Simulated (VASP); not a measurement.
Here is a VASP 6.6.1 calculation.

File INCAR:

```
  ALGO = Normal
  EDIFF = 1E-7
  ENCUT = 520
  GGA = PE
  ISIF = 2
  ISMEAR = 0
  LASPH = T
  LCHARG = T
  LDAU = T
  LDAUJ = 0 0
  LDAUL = 2 -1
  LDAUPRINT = 1
  LDAUTYPE = 2
  LDAUU = 3.9 0
  LELF = T
  LMAXMIX = 4
  LREAL = F
  LVHAR = T
  LWAVE = F
  NBANDS = 20
  NELM = 150
  PREC = Accurate
  SIGMA = 0.05
```

Contents of KPOINTS:

```
k-points
0
Gamma
  10 10 6
```

File POSCAR:

```
MnO2
1.0
    2.9203003366      0.0000000000      0.0000000000
   -1.4601501683      2.5290542782      0.0000000000
    0.0000000000      0.0000000000      5.5070216066
Mn O
1 2
Direct
    0.0000000000      0.0000000000      0.0000000000
    0.3333333333      0.6666666667      0.1728657965
    0.6666666667      0.3333333333      0.8271342035
```

Potentials or basis: VASP PAW PBE potentials, release 64 (Mn_pv, O).

Launch:

```bash
$ cat potpaw_PBE.64/Mn_pv/POTCAR potpaw_PBE.64/O/POTCAR > POTCAR
$ mpirun -np 1 vasp_std > vasp.out
```

(1) What does it give for the largest force?

(2) Predict the pressure.

Results:

(1) 0.749 eV/Å.

(2) -10.2 GPa.

Caveat: an odd number of electrons without spin polarisation forces a metal; a magnetic or distorted state may lie lower; the run has no spin polarisation, though such a crystal can be magnetic; U without spin polarisation on a metal has little footing.
